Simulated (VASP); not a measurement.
# Al6SiSe3 (Pm-3m) in VASP: further runs

The runs below take Al6SiSe3 through single point, with PBE.

Program: VASP 6.6.1. These are calculated values, not measurements. Logs are shortened: lines on timing, memory, paths and dates and some standing lists are left out, and cuts for length are marked.

## Step 1: The cell of the first run

It takes space group Pm-3m (No. 221, cubic). Conventional cell: a = 6.108 Å, b = 6.108 Å, c = 6.108 Å, α = 90.00°, β = 90.00°, γ = 90.00°. Within 3.3 Å of Al (site symmetry 4mm) lie 5 Al at 2.47 to 2.62 Å. Si (site symmetry m-3m) has 6 Se at 3.05 Å within 4.0 Å. Within 4.0 Å of Se (site symmetry 4/mmm) lie 2 Si at 3.05 Å and 8 Al at 3.32 Å.

## Step 2: Single point, PBE

INCAR

```
SYSTEM = Al6SiSe3
ALGO = Normal ; EDIFF = 1E-6
ENCUT = 520 ; GGA = PE
ISIF = 2 ; ISMEAR = 0
LASPH = .TRUE. ; LCHARG = .FALSE.
LREAL = .FALSE. ; LWAVE = .FALSE.
NBANDS = 31 ; NELM = 100
PREC = Accurate ; SIGMA = 0.1
```

KPOINTS

```
k-points
0
G
  4 4 4
  0 0 0
```

POSCAR

```
Al6SiSe3
1.0
    6.1078998400      0.0000000000      0.0000000000
    0.0000000000      6.1078998400      0.0000000000
    0.0000000000      0.0000000000      6.1078998400
Al Si Se
6 1 3
Direct
    0.2145338700      0.5000000000      0.5000000000
    0.7854661300      0.5000000000      0.5000000000
    0.5000000000      0.2145338700      0.5000000000
    0.5000000000      0.7854661300      0.5000000000
    0.5000000000      0.5000000000      0.2145338700
    0.5000000000      0.5000000000      0.7854661300
    0.0000000000      0.0000000000      0.0000000000
    0.5000000000      0.0000000000      0.0000000000
    0.0000000000      0.5000000000      0.0000000000
    0.0000000000      0.0000000000      0.5000000000
```

Potentials or basis: VASP PAW PBE potentials, release 64 (Al, Si, Se).

On the command line:

```
> cat potpaw_PBE.64/Al/POTCAR potpaw_PBE.64/Si/POTCAR potpaw_PBE.64/Se/POTCAR > POTCAR
> mpirun -np 1 vasp_std > vasp.out
```

OUTCAR:

```text
SYSTEM = Al6SiSe3
   EDIFF = 1E-6
   ENCUT = 520
   GGA = PE
   ISIF = 2
   ISMEAR = 0
   LASPH = .TRUE.
   LREAL = .FALSE.
   NELM = 100
   PREC = Accurate

 ion  position               nearest neighbor table
   1  0.215  0.500  0.500-   3 2.47   4 2.47   5 2.47   6 2.47   2 2.62
   2  0.785  0.500  0.500-   3 2.47   4 2.47   5 2.47   6 2.47   1 2.62
   3  0.500  0.215  0.500-   1 2.47   2 2.47   5 2.47   6 2.47   4 2.62
   4  0.500  0.785  0.500-   1 2.47   2 2.47   5 2.47   6 2.47   3 2.62
   5  0.500  0.500  0.215-   1 2.47   2 2.47   3 2.47   4 2.47   6 2.62
   6  0.500  0.500  0.785-   1 2.47   2 2.47   3 2.47   4 2.47   5 2.62
   7  0.000  0.000  0.000-
   8  0.500  0.000  0.000-
   9  0.000  0.500  0.000-
  10  0.000  0.000  0.500-

  LATTYP: Found a simple cubic cell.
 ALAT       =     6.1078998400

  Lattice vectors:

 A1 = (   6.1078998400,   0.0000000000,   0.0000000000)
 A2 = (   0.0000000000,   6.1078998400,   0.0000000000)
 A3 = (   0.0000000000,   0.0000000000,   6.1078998400)

Analysis of symmetry for initial positions (statically):
=====================================================================
 Subroutine PRICEL returns:
 Original cell was already a primitive cell.

 Routine SETGRP: Setting up the symmetry group for a
 simple cubic supercell.

 Subroutine GETGRP returns: Found 48 space group operations
 (whereof 48 operations were pure point group operations)
 out of a pool of 48 trial point group operations.

The static configuration has the point symmetry O_h .

Analysis of symmetry for dynamics (positions and initial velocities):
=====================================================================
 Subroutine PRICEL returns:
 Original cell was already a primitive cell.

 Routine SETGRP: Setting up the symmetry group for a
 simple cubic supercell.

 Subroutine GETGRP returns: Found 48 space group operations
 (whereof 48 operations were pure point group operations)
 out of a pool of 48 trial point group operations.

The dynamic configuration has the point symmetry O_h .

 Subroutine INISYM returns: Found 48 space group operations
 (whereof 48 operations are pure point group operations),
 and found     1 'primitive' translations

----------------------------------------------------------------------------------------

                                     Primitive cell

  volume of cell :     227.8640

  direct lattice vectors                    reciprocal lattice vectors
     6.107899840  0.000000000  0.000000000     0.163722397  0.000000000  0.000000000
     0.000000000  6.107899840  0.000000000     0.000000000  0.163722397  0.000000000
     0.000000000  0.000000000  6.107899840     0.000000000  0.000000000  0.163722397

  length of vectors
     6.107899840  6.107899840  6.107899840     0.163722397  0.163722397  0.163722397

  position of ions in fractional coordinates (direct lattice)
     0.214533870  0.500000000  0.500000000
     0.785466130  0.500000000  0.500000000
     0.500000000  0.214533870  0.500000000
     0.500000000  0.785466130  0.500000000
     0.500000000  0.500000000  0.214533870
     0.500000000  0.500000000  0.785466130
     0.000000000  0.000000000  0.000000000
     0.500000000  0.000000000  0.000000000
     0.000000000  0.500000000  0.000000000
     0.000000000  0.000000000  0.500000000

  ion indices of the primitive-cell ions
   primitive index   ion index
                 1           1
                 2           2
                 3           3
                 4           4
                 5           5
                 6           6
                 7           7
                 8           8
                 9           9
                10          10

----------------------------------------------------------------------------------------

 KPOINTS: k-points

Automatic generation of k-mesh.
 Grid dimensions read from file:
 generate k-points for:    4    4    4

 Generating k-lattice:

  Cartesian coordinates                     Fractional coordinates (reciprocal lattice)
     0.040930599  0.000000000  0.000000000     0.250000000  0.000000000  0.000000000
     0.000000000  0.040930599  0.000000000     0.000000000  0.250000000  0.000000000
     0.000000000  0.000000000  0.040930599     0.000000000  0.000000000  0.250000000

  Length of vectors
     0.040930599  0.040930599  0.040930599

  Shift w.r.t. Gamma in fractional coordinates (k-lattice)
     0.000000000  0.000000000  0.000000000

 Subroutine IBZKPT returns following result:
 ===========================================

 Found     10 irreducible k-points:

 Following reciprocal coordinates:
            Coordinates               Weight
  0.000000  0.000000  0.000000      1.000000
  0.250000  0.000000  0.000000      6.000000
  0.500000  0.000000  0.000000      3.000000
  0.250000  0.250000  0.000000     12.000000
  0.500000  0.250000  0.000000     12.000000
  0.500000  0.500000  0.000000      3.000000
  0.250000  0.250000  0.250000      8.000000
  0.500000  0.250000  0.250000     12.000000
  0.500000  0.500000  0.250000      6.000000
  0.500000  0.500000  0.500000      1.000000
   k-points           NKPTS =     10   k-points in BZ     NKDIM =     10   number of bands    NBANDS=     31
   number of dos      NEDOS =    301   number of ions     NIONS =     10
   total plane-waves  NPLWV = 110592
   dimension x,y,z NGX =    48 NGY =   48 NGZ =   48
   dimension x,y,z NGXF=    96 NGYF=   96 NGZF=   96
   ions per type =               6   1   3
   NGX,Y,Z   is equivalent  to a cutoff of  13.06, 13.06, 13.06 a.u.
   NGXF,Y,Z  is equivalent  to a cutoff of  26.13, 26.13, 26.13 a.u.
 SYSTEM =  Al6SiSe3
   PREC   = accura    normal or accurate (medium, high low for compatibility)
   ISTART =      0    job   : 0-new  1-cont  2-samecut
   ICHARG =      2    charge: 1-file 2-atom 10-const
   ISPIN  =      1    spin polarized calculation?
   LNONCOLLINEAR =      F non collinear calculations
   LSORBIT =      F    spin-orbit coupling
   LASPH  =      T    aspherical Exc in radial PAW
   ENCUT  =  520.0 eV  38.22 Ry    6.18 a.u.  11.36 11.36 11.36*2*pi/ulx,y,z
   NELM   =    100;   NELMIN=  2; NELMDL= -5     # of ELM steps
   EDIFF  = 0.1E-05   stopping-criterion for ELM
   LREAL  =      F    real-space projection
[... 7 lines left out ...]
   TEBEG  =    0.0;   TEEND  =   0.0 temperature during run
   PSTRESS=    0.0 pullay stress
   NELECT =      40.0000    total number of electrons
   NUPDOWN=      -1.0000    fix difference up-down
   EMIN   =  10.00;   EMAX   =-10.00  energy-range for DOS
   EFERMI =   0.00;   METHOD = LEGACY
   ISMEAR =     0;   SIGMA  =   0.10  broadening in eV -4-tet -1-fermi 0-gaus
   EFERMI_NEDOS =   21; number of points for ismear=-14 and -15
   IALGO  =     38    algorithm
   IMIX   =      4    mixing-type and parameters
     AMIX     =   0.40;   BMIX     =  1.00
     AMIX_MAG =   1.60;   BMIX_MAG =  1.00
  volume/ion in A,a.u.               =      22.79       153.77
  Fermi-wavevector in a.u.,A,eV,Ry     =   0.916649  1.732215 11.432225  0.840245
  Thomas-Fermi vector in A             =   2.041528
   LORBIT       =      0    0 simple, 1 ext, 2 COOP (PROOUT), +10 PAW based schemes
   GGA     = PE    functional components
   LHFCALC =     F    Hartree Fock is set to
   AEXX    =    0.0000 exact exchange contribution
   IVDW    =     0    specifies the selected vdW correction
   LEPSILON=     F    determine dielectric tensor
   LRPA    =     F    only Hartree local field effects (RPA)
 non-spin polarized calculation
 Gauss-broadening in eV      SIGMA  =   0.10
  energy-cutoff  :      520.00
  volume of cell :      227.86
 maximum number of plane-waves:      6158
 NGX is ok and might be reduce to    48
   NGX = 23   NGY = 23   NGZ = 23

 number of electron      40.0000000 magnetization

 Free energy of the ion-electron system (eV)
  ---------------------------------------------------
  ext. energy  EPLUGINS =         0.00000000
  ---------------------------------------------------
  free energy    TOTEN  =       -33.83135028 eV

  energy without entropy =      -33.80203571  energy(sigma->0) =      -33.81669300

 E-fermi :   4.2860     XC(G=0):  -9.1551

 val. band max:        4.2580035203   @ k =   0.5000   0.2500   0.2500
 cond. band min:       4.3403845583   @ k =   0.5000   0.5000   0.0000
 fundamental gap:      0.0823810380
 Fermi energy:         4.2860448238

 k-point     1 :       0.0000    0.0000    0.0000
  band No.  band energies     occupation
      1      -8.5704      2.00000
      2      -7.8739      2.00000
      3      -7.8739      2.00000
      4      -5.0373      2.00000
      5      -1.7427      2.00000
      6      -1.1413      2.00000
[... 23 lines left out ...]
     30       9.6458      0.00000
     31       9.6469      0.00000

 k-point     2 :       0.2500    0.0000    0.0000
  band No.  band energies     occupation
      1      -8.4747      2.00000
      2      -7.9556      2.00000
      3      -7.8653      2.00000
      4      -5.0951      2.00000
      5      -2.0553      2.00000
      6      -1.1753      2.00000
[... 23 lines left out ...]
     30       9.3700      0.00000
     31       9.3700      0.00000

 k-point     3 :       0.5000    0.0000    0.0000
  band No.  band energies     occupation
      1      -8.3115      2.00000
      2      -8.1067      2.00000
      3      -7.8566      2.00000
      4      -5.1469      2.00000
      5      -2.2923      2.00000
      6      -1.1952      2.00000
[... 227 lines left out ...]
     30       8.0690      0.00000
     31       8.2096      0.00000

 k-point    10 :       0.5000    0.5000    0.5000
  band No.  band energies     occupation
      1      -8.0292      2.00000
      2      -8.0292      2.00000
      3      -8.0292      2.00000
      4      -4.9654      2.00000
      5      -3.2506      2.00000
      6      -2.2463      2.00000
[... 23 lines left out ...]
     30       7.8790      0.00000
     31       7.8790      0.00000

------------------------ aborting loop because EDIFF is reached ----------------------------------------

  FORCE on cell =-STRESS in cart. coord.  units (eV):
  Direction    XX          YY          ZZ          XY          YZ          ZX
  --------------------------------------------------------------------------------------
  -------------------------------------------------------------------------------------
  Total        2.0812355      2.0812355      2.0812355     -0.0000000     -0.0000000      0.0000000
  in kB       14.6337654     14.6337654     14.6337654     -0.0000000     -0.0000000      0.0000000
  external PRESSURE =      14.6337654 kB  Pullay stress =       0.0000000 kB

 VOLUME and BASIS-vectors are now :
 -----------------------------------------------------------------------------
  energy-cutoff  :      520.00
  volume of cell :      227.86
      direct lattice vectors                 reciprocal lattice vectors
     6.107899840  0.000000000  0.000000000     0.163722397  0.000000000  0.000000000
     0.000000000  6.107899840  0.000000000     0.000000000  0.163722397  0.000000000
     0.000000000  0.000000000  6.107899840     0.000000000  0.000000000  0.163722397

 POSITION                                       TOTAL-FORCE (eV/Angst)
 -----------------------------------------------------------------------------------
      1.31035      3.05395      3.05395        -4.056783      0.000000      0.000000
      4.79755      3.05395      3.05395         4.056783     -0.000000     -0.000000
      3.05395      1.31035      3.05395         0.000000     -4.056783      0.000000
      3.05395      4.79755      3.05395        -0.000000      4.056783     -0.000000
      3.05395      3.05395      1.31035         0.000000      0.000000     -4.056783
      3.05395      3.05395      4.79755        -0.000000     -0.000000      4.056783
      0.00000      0.00000      0.00000         0.000000      0.000000      0.000000
      3.05395      0.00000      0.00000         0.000000      0.000000      0.000000
      0.00000      3.05395      0.00000         0.000000      0.000000      0.000000
      0.00000      0.00000      3.05395         0.000000      0.000000      0.000000
 -----------------------------------------------------------------------------------
    total drift:                                0.000000      0.000000      0.000000

  FREE ENERGIE OF THE ION-ELECTRON SYSTEM (eV)
  ---------------------------------------------------
  free  energy   TOTEN  =       -33.8313502824 eV

  energy  without entropy=      -33.8020357103  energy(sigma->0) =      -33.81669300
```

Wall time 31 s (1 thread of Intel Xeon 6975P-C (Granite Rapids), shared host); peak memory 0.34 GiB.

What came out:

```
Free energy            : -33.8314 eV
Pressure               : 1.5 GPa
Largest force          : 4.057 eV/Å
Band gap on the k mesh : zero (band 20 reaches 4.34 eV, above the bottom of band 21 at 3.72 eV)
```

Forces on the atoms (eV/Å):
```
Al  -4.057  0.000  0.000
Al   4.057  0.000  0.000
Al   0.000 -4.057  0.000
Al   0.000  4.057  0.000
Al   0.000  0.000 -4.057
Al   0.000  0.000  4.057
Si   0.000  0.000  0.000
Se   0.000  0.000  0.000
Se   0.000  0.000  0.000
Se   0.000  0.000  0.000
```

Caveat: forces of over 1 eV/Å act on the atoms, so gaps and moduli don't describe the material at rest.

## Step 3: Single point, PBE

This run uses another cell than the first one, of 22.59 Å³/atom, 0.991 times its volume.

INCAR

```
SYSTEM = Al6SiSe3
ALGO = Normal
EDIFF = 1E-6
ENCUT = 520
GGA = PE
ISIF = 2
ISMEAR = 0
LASPH = .TRUE.
LCHARG = .TRUE.
LELF = .TRUE.
LREAL = .FALSE.
LVHAR = .TRUE.
LWAVE = .FALSE.
NBANDS = 31
NELM = 100
PREC = Accurate
SIGMA = 0.1
```

KPOINTS is that of step 2.

POSCAR

```
Al6SiSe3
1.0
    6.0899723902      0.0000000000      0.0000000000
    0.0000000000      6.0899723902      0.0000000000
    0.0000000000      0.0000000000      6.0899723902
Al Si Se
6 1 3
Direct
    0.1930156988      0.5000000000      0.5000000000
    0.8069843012      0.5000000000      0.5000000000
    0.5000000000      0.1930156988      0.5000000000
    0.5000000000      0.8069843012      0.5000000000
    0.5000000000      0.5000000000      0.1930156988
    0.5000000000      0.5000000000      0.8069843012
    0.0000000000      0.0000000000      0.0000000000
    0.5000000000      0.0000000000      0.0000000000
    0.0000000000      0.5000000000      0.0000000000
    0.0000000000      0.0000000000      0.5000000000
```

Potentials or basis: VASP PAW PBE potentials, release 64 (Al, Si, Se).

On the command line:

```
> cat potpaw_PBE.64/Al/POTCAR potpaw_PBE.64/Si/POTCAR potpaw_PBE.64/Se/POTCAR > POTCAR
> mpirun -np 1 vasp_std > vasp.out
```

It took 35 s on 1 thread of Intel Xeon 6975P-C (Granite Rapids), shared host; peak memory 0.34 GiB.

It converged, with:

```yaml
Free_energy: -35.4345 eV
Pressure: 0.0 GPa
Largest_force: 0.007 eV/Å
Band_gap_on_the_k_mesh: zero (band 20 reaches 4.32 eV, above the bottom of band 21 at 4.26 eV)
```

Forces in eV/Å, atoms in the order of the input:
```
Al   0.007  0.000  0.000
Al  -0.007  0.000  0.000
Al   0.000  0.007  0.000
Al   0.000 -0.007  0.000
Al   0.000  0.000  0.007
Al   0.000  0.000 -0.007
Si   0.000  0.000  0.000
Se   0.000  0.000  0.000
Se   0.000  0.000  0.000
Se   0.000  0.000  0.000
```

Levels at points of the mesh, in eV from the Fermi level:
| k point | band 16 | band 17 | band 18 | band 19 | band 20 | band 21 | band 22 | band 23 | band 24 | band 25 |
| --- | --- | --- | --- | --- | --- | --- | --- | --- | --- | --- |
| (0.00, 0.00, 0.00) | -2.67 | -2.18 | -0.85 | -0.85 | -0.85 | -0.05 | -0.05 | -0.05 | 3.93 | 3.93 |
| (0.50, 0.00, 0.00) | -1.80 | -1.33 | -1.21 | -0.29 | -0.22 | 0.08 | 1.22 | 1.99 | 1.99 | 2.21 |
| (0.50, 0.50, 0.00) | -1.35 | -1.19 | -0.39 | -0.39 | 0.00 | 0.37 | 1.05 | 1.05 | 2.04 | 2.04 |
| (0.50, 0.50, 0.50) | -0.97 | -0.77 | -0.77 | -0.77 | -0.08 | 0.45 | 0.45 | 0.45 | 0.66 | 0.66 |
